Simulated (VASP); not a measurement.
# Hf (P6_3/mmc) in VASP: notebook

Hf is run at these levels: PBE; tasks: single point.

Everything below comes from runs of VASP 6.6.1. Logs are shortened: lines on timing, memory, paths and dates and some standing lists are left out, and cuts for length are marked.

### Step 1. The cell of the first run

It takes space group P6_3/mmc (No. 194, hexagonal). The conventional cell has a = 3.200 Å, b = 3.200 Å, c = 5.062 Å, α = 90.00°, β = 90.00°, γ = 120.00°. Within 4.1 Å of Hf (site symmetry -6m2) lie 12 Hf at 3.13 to 3.20 Å.

### Step 2. Single point, PBE

The input, INCAR:

```
ALGO = Normal
EDIFF = 1E-7
ENCUT = 520
GGA = PE
ISIF = 2
ISMEAR = 0
LASPH = T
LCHARG = T
LELF = T
LREAL = F
LVHAR = T
LWAVE = F
NBANDS = 17
NELM = 80
PREC = Accurate
SIGMA = 0.05
```

The input, KPOINTS:

```
k-points
0
Gamma
  12 12 8
```

The input, POSCAR:

```
Hf
1.0
    3.2000007099      0.0000000000      0.0000000000
   -1.6000003549      2.7712819069      0.0000000000
    0.0000000000      0.0000000000      5.0624011231
Hf
2
Direct
    0.3333333333      0.6666666667      0.7500000000
    0.6666666667      0.3333333333      0.2500000000
```

Potentials or basis: VASP PAW PBE potentials, release 64 (Hf_pv).

Launch:

```console
$ cat potpaw_PBE.64/Hf_pv/POTCAR > POTCAR
$ mpirun -np 1 vasp_std > vasp.out
```

OUTCAR:

```text
EDIFF = 1E-7
   ENCUT = 520
   GGA = PE
   ISIF = 2
   ISMEAR = 0
   LASPH = T
   LREAL = F
   NELM = 80
   PREC = Accurate

 ion  position               nearest neighbor table
   1  0.333  0.667  0.750-   2 3.13   2 3.13   2 3.13   2 3.13   2 3.13   2 3.13
   2  0.667  0.333  0.250-   1 3.13   1 3.13   1 3.13   1 3.13   1 3.13   1 3.13

  LATTYP: Found a hexagonal cell.
 ALAT       =     3.2000007099
 C/A-ratio  =     1.5820000000

  Lattice vectors:

 A1 = (   3.2000007099,   0.0000000000,   0.0000000000)
 A2 = (  -1.6000003549,   2.7712819069,   0.0000000000)
 A3 = (   0.0000000000,   0.0000000000,   5.0624011231)

Analysis of symmetry for initial positions (statically):
=====================================================================
 Subroutine PRICEL returns:
 Original cell was already a primitive cell.

 Routine SETGRP: Setting up the symmetry group for a
 hexagonal supercell.

 Subroutine GETGRP returns: Found 24 space group operations
 (whereof 12 operations were pure point group operations)
 out of a pool of 24 trial point group operations.

The static configuration has the point symmetry D_3d.
 The point group associated with its full space group is D_6h.

Analysis of symmetry for dynamics (positions and initial velocities):
=====================================================================
 Subroutine PRICEL returns:
 Original cell was already a primitive cell.

 Routine SETGRP: Setting up the symmetry group for a
 hexagonal supercell.

 Subroutine GETGRP returns: Found 24 space group operations
 (whereof 12 operations were pure point group operations)
 out of a pool of 24 trial point group operations.

The dynamic configuration has the point symmetry D_3d.
 The point group associated with its full space group is D_6h.

 Subroutine INISYM returns: Found 24 space group operations
 (whereof 12 operations are pure point group operations),
 and found     1 'primitive' translations

----------------------------------------------------------------------------------------

                                     Primitive cell

  volume of cell :      44.8939

  direct lattice vectors                    reciprocal lattice vectors
     3.200000710  0.000000000  0.000000000     0.312499931  0.180421919  0.000000000
    -1.600000355  2.771281907  0.000000000     0.000000000  0.360843838  0.000000000
     0.000000000  0.000000000  5.062401123     0.000000000  0.000000000  0.197534722

  length of vectors
     3.200000710  3.200000710  5.062401123     0.360843838  0.360843838  0.197534722

  position of ions in fractional coordinates (direct lattice)
     0.333333333  0.666666667  0.750000000
     0.666666667  0.333333333  0.250000000

  ion indices of the primitive-cell ions
   primitive index   ion index
                 1           1
                 2           2

----------------------------------------------------------------------------------------

 KPOINTS: k-points

Automatic generation of k-mesh.
 Grid dimensions read from file:
 generate k-points for:   12   12    8

 Generating k-lattice:

  Cartesian coordinates                     Fractional coordinates (reciprocal lattice)
     0.026041661  0.015035160  0.000000000     0.083333333  0.000000000  0.000000000
     0.000000000  0.030070320  0.000000000     0.000000000  0.083333333  0.000000000
     0.000000000  0.000000000  0.024691840     0.000000000  0.000000000  0.125000000

  Length of vectors
     0.030070320  0.030070320  0.024691840

  Shift w.r.t. Gamma in fractional coordinates (k-lattice)
     0.000000000  0.000000000  0.000000000

 Subroutine IBZKPT returns following result:
 ===========================================

 Found     95 irreducible k-points:

 Following reciprocal coordinates:
            Coordinates               Weight
  0.000000  0.000000  0.000000      1.000000
  0.083333  0.000000  0.000000      6.000000
  0.166667 -0.000000  0.000000      6.000000
  0.250000 -0.000000  0.000000      6.000000
  0.333333  0.000000  0.000000      6.000000
  0.416667  0.000000  0.000000      6.000000
[... 16 lines left out ...]
  0.250000 -0.000000  0.125000     12.000000
  0.333333  0.000000  0.125000     12.000000
 [... further k-points ...]
   k-points           NKPTS =     95   k-points in BZ     NKDIM =     95   number of bands    NBANDS=     17
   number of dos      NEDOS =    301   number of ions     NIONS =      2
   total plane-waves  NPLWV =  23040
   dimension x,y,z NGX =    24 NGY =   24 NGZ =   40
   dimension x,y,z NGXF=    48 NGYF=   48 NGZF=   80
   ions per type =               2
   NGX,Y,Z   is equivalent  to a cutoff of  12.47, 12.47, 13.14 a.u.
   NGXF,Y,Z  is equivalent  to a cutoff of  24.94, 24.94, 26.27 a.u.
 SYSTEM =  unknown system
   PREC   = accura    normal or accurate (medium, high low for compatibility)
   ISTART =      0    job   : 0-new  1-cont  2-samecut
   ICHARG =      2    charge: 1-file 2-atom 10-const
   ISPIN  =      1    spin polarized calculation?
   LNONCOLLINEAR =      F non collinear calculations
   LSORBIT =      F    spin-orbit coupling
   LASPH  =      T    aspherical Exc in radial PAW
   ENCUT  =  520.0 eV  38.22 Ry    6.18 a.u.   5.95  5.95  9.41*2*pi/ulx,y,z
   NELM   =     80;   NELMIN=  2; NELMDL= -5     # of ELM steps
   EDIFF  = 0.1E-06   stopping-criterion for ELM
   LREAL  =      F    real-space projection
   EDIFFG = 0.1E-05   stopping-criterion for IOM
   NSW    =      0    number of steps for IOM
   IBRION =     -1    ionic relax: 0-MD 1-quasi-New 2-CG
   NFREE  =      0    steps in history (QN), initial steepest desc. (CG)
   ISIF   =      2    stress and relaxation
   ISYM   =      2    0-nonsym 1-usesym 2-fastsym
   POTIM  = 0.5000    time-step for ionic-motion
   TEBEG  =    0.0;   TEEND  =   0.0 temperature during run
   PSTRESS=    0.0 pullay stress
   NELECT =      20.0000    total number of electrons
   NUPDOWN=      -1.0000    fix difference up-down
   EMIN   =  10.00;   EMAX   =-10.00  energy-range for DOS
   EFERMI =   0.00;   METHOD = LEGACY
   ISMEAR =     0;   SIGMA  =   0.05  broadening in eV -4-tet -1-fermi 0-gaus
   EFERMI_NEDOS =   21; number of points for ismear=-14 and -15
   IALGO  =     38    algorithm
   IMIX   =      4    mixing-type and parameters
     AMIX     =   0.40;   BMIX     =  1.00
     AMIX_MAG =   1.60;   BMIX_MAG =  1.00
  volume/ion in A,a.u.               =      22.45       151.48
  Fermi-wavevector in a.u.,A,eV,Ry     =   1.250323  2.362769 21.270107  1.563309
  Thomas-Fermi vector in A             =   2.384323
   LORBIT       =      0    0 simple, 1 ext, 2 COOP (PROOUT), +10 PAW based schemes
   GGA     = PE    functional components
   LHFCALC =     F    Hartree Fock is set to
   AEXX    =    0.0000 exact exchange contribution
   IVDW    =     0    specifies the selected vdW correction
   LEPSILON=     F    determine dielectric tensor
   LRPA    =     F    only Hartree local field effects (RPA)
 non-spin polarized calculation
 Gauss-broadening in eV      SIGMA  =   0.05
  energy-cutoff  :      520.00
  volume of cell :       44.89
 maximum number of plane-waves:      1236
 NGX is ok and might be reduce to    24
   NGX = 11   NGY = 11   NGZ = 19

 number of electron      20.0000005 magnetization

 Free energy of the ion-electron system (eV)
  ---------------------------------------------------
  ext. energy  EPLUGINS =         0.00000000
  ---------------------------------------------------
  free energy    TOTEN  =       -19.84940972 eV

  energy without entropy =      -19.84661994  energy(sigma->0) =      -19.84801483

 E-fermi :   4.9256     XC(G=0): -11.2680

 val. band max:        4.9155657328   @ k =   0.1667  -0.0000   0.1250
 cond. band min:       4.9316236433   @ k =   0.4167   0.1667   0.5000
 fundamental gap:      0.0160579105
 Fermi energy:         4.9255988046

 k-point     1 :       0.0000    0.0000    0.0000
  band No.  band energies     occupation
      1     -26.1813      2.00000
      2     -25.4486      2.00000
      3     -25.4486      2.00000
      4     -25.3241      2.00000
      5     -25.3222      2.00000
      6     -25.3222      2.00000
[... 9 lines left out ...]
     16       7.5261      0.00000
     17      10.2113      0.00000

 k-point     2 :       0.0833    0.0000    0.0000
  band No.  band energies     occupation
      1     -26.1635      2.00000
      2     -25.4863      2.00000
      3     -25.4613      2.00000
      4     -25.3620      2.00000
      5     -25.3322      2.00000
      6     -25.3272      2.00000
[... 9 lines left out ...]
     16       7.3295      0.00000
     17      10.3700      0.00000

 k-point     3 :       0.1667   -0.0000    0.0000
  band No.  band energies     occupation
      1     -26.1127      2.00000
      2     -25.5894      2.00000
      3     -25.4948      2.00000
      4     -25.4680      2.00000
      5     -25.3569      2.00000
      6     -25.3421      2.00000
[... 9 lines left out ...]
     16       7.6236      0.00000
     17      10.6974      0.00000

 k-point     4 :       0.2500   -0.0000    0.0000
  band No.  band energies     occupation
      1     -26.0358      2.00000
      2     -25.7303      2.00000
      3     -25.6066      2.00000
      4     -25.5386      2.00000
      5     -25.3979      2.00000
      6     -25.3638      2.00000
[... 9 lines left out ...]
     16       8.4764      0.00000
     17      10.9987      0.00000
[... 343 lines left out ...]
      1     -26.0899      2.00000
      2     -25.5811      2.00000
      3     -25.4948      2.00000
      4     -25.4891      2.00000
      5     -25.3641      2.00000
      6     -25.3479      2.00000
[... 9 lines left out ...]
     16       7.6583      0.00000
     17      10.6810      0.00000

 k-point    23 :       0.2500   -0.0000    0.1250
  band No.  band energies     occupation
      1     -26.0267      2.00000
      2     -25.7145      2.00000
      3     -25.6301      2.00000
      4     -25.5321      2.00000
      5     -25.4005      2.00000
      6     -25.3706      2.00000
[... 9 lines left out ...]
     16       8.4126      0.00000
     17      10.9228      0.00000

 k-point    24 :       0.3333    0.0000    0.1250
  band No.  band energies     occupation
      1     -25.9794      2.00000
      2     -25.8232      2.00000
      3     -25.7556      2.00000
      4     -25.5735      2.00000
      5     -25.4487      2.00000
      6     -25.3943      2.00000
[... 9 lines left out ...]
     16       9.4052      0.00000
     17      11.0850      0.00000

 [... further k-points ...]

------------------------ aborting loop because EDIFF is reached ----------------------------------------

  FORCE on cell =-STRESS in cart. coord.  units (eV):
  Direction    XX          YY          ZZ          XY          YZ          ZX
  --------------------------------------------------------------------------------------
  -------------------------------------------------------------------------------------
  Total       -0.0058060     -0.0058060      0.0005301     -0.0000000      0.0000000      0.0000000
  in kB       -0.2072046     -0.2072046      0.0189191     -0.0000000      0.0000000      0.0000000
  external PRESSURE =      -0.1318301 kB  Pullay stress =       0.0000000 kB

 VOLUME and BASIS-vectors are now :
 -----------------------------------------------------------------------------
  energy-cutoff  :      520.00
  volume of cell :       44.89
      direct lattice vectors                 reciprocal lattice vectors
     3.200000710  0.000000000  0.000000000     0.312499931  0.180421919  0.000000000
    -1.600000355  2.771281907  0.000000000     0.000000000  0.360843838  0.000000000
     0.000000000  0.000000000  5.062401123     0.000000000  0.000000000  0.197534722

 POSITION                                       TOTAL-FORCE (eV/Angst)
 -----------------------------------------------------------------------------------
     -0.00000      1.84752      3.79680         0.000000      0.000000      0.000000
      1.60000      0.92376      1.26560        -0.000000      0.000000      0.000000
 -----------------------------------------------------------------------------------
    total drift:                               -0.000000      0.000000     -0.000000

  FREE ENERGIE OF THE ION-ELECTRON SYSTEM (eV)
  ---------------------------------------------------
  free  energy   TOTEN  =       -19.8494097157 eV

  energy  without entropy=      -19.8466199426  energy(sigma->0) =      -19.84801483
```

Wall time 67 s (1 thread of Intel Xeon 8259CL, shared host); peak memory 0.2 GiB.

Results:

```yaml
Free_energy: -19.8494 eV
Pressure: 0.0 GPa
Band_gap_on_the_k_mesh: zero (bands 10 and 11 overlap by 1.44 eV)
```

Levels at points of the mesh, in eV from the Fermi level:
| k point | band 8 | band 9 | band 10 | band 11 | band 12 | band 13 |
| --- | --- | --- | --- | --- | --- | --- |
| (0.00, 0.00, 0.00) | -3.73 | 0.60 | 1.15 | 1.15 | 1.43 | 1.97 |
| (0.50, 0.00, 0.00) | -2.77 | -2.25 | -0.84 | 0.76 | 0.84 | 1.65 |
| (0.00, 0.00, 0.50) | -5.43 | 0.12 | 0.12 | 1.04 | 1.04 | 1.04 |
| (0.50, 0.00, 0.50) | -3.42 | -1.01 | -1.01 | 1.14 | 1.14 | 2.61 |

Caveat: spin-orbit coupling is left out, which moves the levels of the heavy elements.

### Step 3. Single point, PBE

The input, INCAR:

```
SYSTEM = Hf
ALGO = Fast ; EDIFF = 1E-6
ENCUT = 520 ; GGA = PE
ISIF = 2 ; ISMEAR = 0
LASPH = .TRUE. ; LCHARG = .FALSE.
LREAL = .FALSE. ; LWAVE = .FALSE.
NBANDS = 17 ; NELM = 100
PREC = Accurate ; SIGMA = 0.05
```

The input, KPOINTS:

```
k-points
0
G
  12 12 8
  0 0 0
```

POSCAR is that of step 2.

Potentials or basis: VASP PAW PBE potentials, release 64 (Hf_pv).

Launch:

```console
$ cat potpaw_PBE.64/Hf_pv/POTCAR > POTCAR
$ mpirun -np 1 vasp_std > vasp.out
```

Run time: 92 s. Hardware: 1 thread of Intel Xeon 8259CL, shared host; peak memory 0.2 GiB.

The run converged. Its results:

| Property | Result |
| --- | --- |
| Free energy | -19.8494 eV |
| Pressure | 0.0 GPa |
| Band gap on the k mesh | zero (bands 10 and 11 overlap by 1.44 eV) |

Levels at points of the mesh, in eV from the Fermi level:
```
           k point  band 8  band 9  band 10  band 11  band 12  band 13
(0.00, 0.00, 0.00)   -3.73    0.60     1.15     1.15     1.43     1.97
(0.50, 0.00, 0.00)   -2.77   -2.25    -0.84     0.76     0.84     1.65
(0.00, 0.00, 0.50)   -5.43    0.12     0.12     1.04     1.04     1.04
(0.50, 0.00, 0.50)   -3.42   -1.01    -1.01     1.14     1.14     2.61
```

Caveat: spin-orbit coupling is left out, which moves the levels of the heavy elements.
